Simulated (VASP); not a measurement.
La2Zr3O, 6 atoms in the cell. The structure is hexagonal, space group P-6m2 (No. 187). Conventional cell: a = 4.510 Å, b = 4.510 Å, c = 8.330 Å, α = 90.00°, β = 90.00°, γ = 120.00°. Within 4.3 Å of La (site symmetry 3m) lie 9 Zr at 3.30 to 3.37 Å and 3 O at 3.30 Å and 2 La at 4.04 to 4.29 Å. Within 3.4 Å of Zr (site symmetry -6m2) lie 3 Zr at 2.60 Å and 6 La at 3.37 Å. Within 3.4 Å of Zr (site symmetry -6m2) lie 3 O at 2.60 Å and 6 La at 3.30 Å. Zr (site symmetry -6m2) has 3 Zr at 2.60 Å and 6 La at 3.37 Å within 3.4 Å. O (site symmetry -6m2) has 3 Zr at 2.60 Å and 6 La at 3.30 Å within 3.4 Å. 

| Property | Result |
| --- | --- |
| Program | VASP 6.6.1 |
| Task | single point |
| Functional | PBE |
| Potentials or basis | VASP PAW PBE potentials, release 64 (La, Zr_sv, O) |
| Cutoff | 520 eV |
| k mesh | 6 × 6 × 2 |
| Occupations | gaussian, width 0.1 eV |
| Spin | no spin polarisation |
| Dipole correction | no |
| Further INCAR settings | ALGO = Normal; EDIFF = 1e-06; NBANDS = 41 |

Potentials or basis: VASP PAW PBE potentials, release 64 (La, Zr_sv, O).

Command:

```bash
$ cat potpaw_PBE.64/La/POTCAR potpaw_PBE.64/Zr_sv/POTCAR potpaw_PBE.64/O/POTCAR > POTCAR
$ mpirun -np 1 vasp_std > vasp.out
```

Hardware: 1 thread of Intel(R) Xeon(R) 6975P-C (Granite Rapids), on a shared host.

Problem. Estimate the wall time of this run.

Solution. Wall time 66 s on 1 thread of Intel(R) Xeon(R) 6975P-C (Granite Rapids), with other jobs on the host, peak memory 0.31 GiB. Counts: scf iterations 16, k points 14.
